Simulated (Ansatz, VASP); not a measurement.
Two plane-wave programs on SiC

INCAR

```
  ALGO = Normal
  EDIFF = 1E-7
  ENCUT = 520
  GGA = PE
  ISIF = 2
  ISMEAR = -1
  LASPH = True
  LCHARG = False
  LREAL = False
  LWAVE = False
  NBANDS = 16
  NELM = 80
  PREC = Accurate
  SIGMA = 0.02
```

KPOINTS

```
k-points
0
Gamma
  12 12 6
```

Contents of POSCAR:

```
SiC
1.0
    2.9830955520      0.0000000000      0.0000000000
   -1.4915477760      2.5834365300      0.0000000000
    0.0000000000      0.0000000000      5.0762051791
Si C
2 2
Direct
    0.3333333333      0.6666666667      0.0016304307
    0.6666666667      0.3333333333      0.5016304307
    0.3333333333      0.6666666667      0.3733695693
    0.6666666667      0.3333333333      0.8733695693
```

Input for Ansatz:

```yaml
crystal:
  lattice:
    - [2.983095552, 0.0, 0.0]
    - [-1.491547776, 2.58343653, 0.0]
    - [0.0, 0.0, 5.0762051791]
  atoms:
    - { symbol: Si, position: [0.3333333333, 0.6666666667, 0.0016304307] }
    - { symbol: Si, position: [0.6666666667, 0.3333333333, 0.5016304307] }
    - { symbol: C, position: [0.3333333333, 0.6666666667, 0.3733695693] }
    - { symbol: C, position: [0.6666666667, 0.3333333333, 0.8733695693] }
kpoints:
  mp_grid: { grid: [12, 12, 6] }
  band_path:
    path:
      - [0.0, 0.0, 0.0]
      - [0.5, 0.0, 0.0]
      - [0.3333333333, 0.3333333333, 0.0]
      - [0.0, 0.0, 0.5]
      - [0.5, 0.0, 0.5]
      - [0.3333333333, 0.3333333333, 0.5]
    npoints: 1
hamiltonian:
  xc: pbe
scf:
  occupations: { method: fermi_dirac, width: 0.02 }
  n_extra_bands: 5
output:
  forces: true
  stress: true
  eigenvalues: true
```

Change from the starting cell: epitaxial_xy strain -3.0%.

Alike in both runs: task single point; functional PBE; k mesh 12 × 12 × 6; occupations fermi-dirac, width 0.02 eV; no spin polarisation.

|  | VASP | Ansatz |
| --- | --- | --- |
| version | VASP 6.6.1 | Ansatz 0.2.0 |
| potentials or method | VASP PAW PBE potentials, release 64 (Si, C) | plane waves, PAW |
| plane-wave cutoff (eV) | 520 | 420 |
| valence electrons in the cell | 16 | 16 |

|  | VASP | Ansatz | Ansatz less VASP |
| --- | --- | --- | --- |
| gap on the k mesh at the Fermi level (eV) | 1.86 | 1.87 | +0.006 |
| pressure (GPa) | 17.6 | 17.7 | +0.09 |
| traceless stress, the component that is largest in VASP (GPa) | -13.73 | -13.67 | +0.060 |
| rms of the force components (eV/Å) | 0.028 | 0.028 | +0.0005 |

Atom by atom the forces differ by 0.001 eV/Å (rms over components).
